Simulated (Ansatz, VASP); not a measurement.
# ZnS: VASP beside Ansatz

```
Zn S
1.0
     4.11655    0.00000    0.00000
    -2.05827    3.56503    0.00000
     0.00000    0.00000    6.16124
Zn S
2 2
Direct
  0.33333 0.66667 0.00520
  0.66667 0.33333 0.50520
  0.33333 0.66667 0.37980
  0.66667 0.33333 0.87980
```

Alike in both runs: task single point; functional PBE; k mesh 9 × 9 × 6; occupations gaussian, width 0.05 eV; no spin polarisation.

|  | VASP | Ansatz |
| --- | --- | --- |
| version | VASP 6.6.1 | Ansatz 0.2.0 |
| potentials or method | VASP PAW PBE potentials, release 64 (Zn, S), cutoff 520 eV | scalar-relativistic, plane waves, PAW |
| valence electrons in the cell | 36 | 36 |

Ansatz gave:

| Quantity | Value |
| --- | --- |
| gap on the k mesh at the Fermi level (eV) | 1.61 |
| least direct gap on the mesh (eV) | 1.61 |
| pressure (GPa) | -5.3 |
| traceless stress, the component that is largest in VASP (GPa) | 5.71 |
| rms of the force components (eV/Å) | 0.218 |

Q: Estimate VASP's values.

A: gap on the k mesh at the Fermi level (eV): 1.60; least direct gap on the mesh (eV): 1.60; pressure (GPa): -5.2; traceless stress, the component that is largest in VASP (GPa): 5.75; rms of the force components (eV/Å): 0.222.

Atom by atom the forces differ by 0.004 eV/Å (rms over components). With one functional, cell and mesh, what is left measures potentials, basis and numerics.
